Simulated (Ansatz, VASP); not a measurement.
## Ga2O3 in VASP and in Ansatz

```
Ga O
1.0
     6.10700   -1.51855    0.00000
     6.10700    1.51855    0.00000
    -1.38599    0.00000    5.63001
Ga O
4 6
Direct
  0.34134 0.34134 0.68598
  0.65866 0.65866 0.31402
  0.90950 0.90950 0.20540
  0.09050 0.09050 0.79460
  0.50410 0.50410 0.74340
  0.49590 0.49590 0.25660
  0.82670 0.82670 0.43680
  0.17330 0.17330 0.56320
  0.83550 0.83550 0.89020
  0.16450 0.16450 0.10980
```

Alike in both runs: functional RPBE; k mesh 9 × 9 × 5; occupations fermi-dirac, width 0.05 eV; no spin polarisation.

```csv
,VASP,Ansatz
version,VASP 6.6.1,Ansatz 0.2.0
potentials or method,"VASP PAW PBE potentials, release 64 (Ga_d, O)",Ansatz PAW
plane-wave cutoff (eV),520,420
valence electrons in the cell,88,88
task,single point,band structure
```

```csv
,VASP,Ansatz,Ansatz less VASP
gap on the k mesh at the Fermi level (eV),2.53,2.54,+0.011
least direct gap on the mesh (eV),2.55,2.56,+0.008
pressure (GPa),14.8,14.6,-0.23
"traceless stress, the component that is largest in VASP (GPa)",0.85,0.78,-0.074
rms of the force components (eV/Å),0.106,0.106,-0.0002
```

VASP's potentials were made for PBE, not for RPBE. Atom by atom the forces differ by 0.020 eV/Å (rms over components).
